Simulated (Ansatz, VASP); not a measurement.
**One calculation of TiB2, two programs**

```
CELL_PARAMETERS angstrom
2.99493 0.00000 0.00000
-1.49747 2.59369 0.00000
0.00000 0.00000 3.15727
ATOMIC_POSITIONS crystal
Ti 0.00000 0.00000 0.00000
B 0.33333 0.66667 0.50000
B 0.66667 0.33333 0.50000
```

Alike in both runs: functional LDA; k mesh 9 × 9 × 6; occupations gaussian, width 0.1 eV; no spin polarisation.

Ansatz relaxed the structure, and its values are those at the end. VASP's run is a single point on that final structure, the one shown.

```csv
,VASP,Ansatz
version,VASP 6.6.1,Ansatz 0.2.0
potentials or method,"VASP PAW LDA potentials, release 64 (Ti_sv, B), cutoff 520 eV","scalar-relativistic, plane waves, PAW"
valence electrons in the cell,18,18
```

```tsv
	VASP	Ansatz	Ansatz less VASP
gap on the k mesh at the Fermi level (eV)	none	none	-
pressure (GPa)	0.6	0.0	-0.62
```

Ansatz warns that its potentials were made for another functional, while VASP's fit it. LDA's correlation is that of Perdew and Zunger in VASP and of Perdew and Wang (1992) in Ansatz. A gap of «none» marks a metal or a gap that the smearing closes.
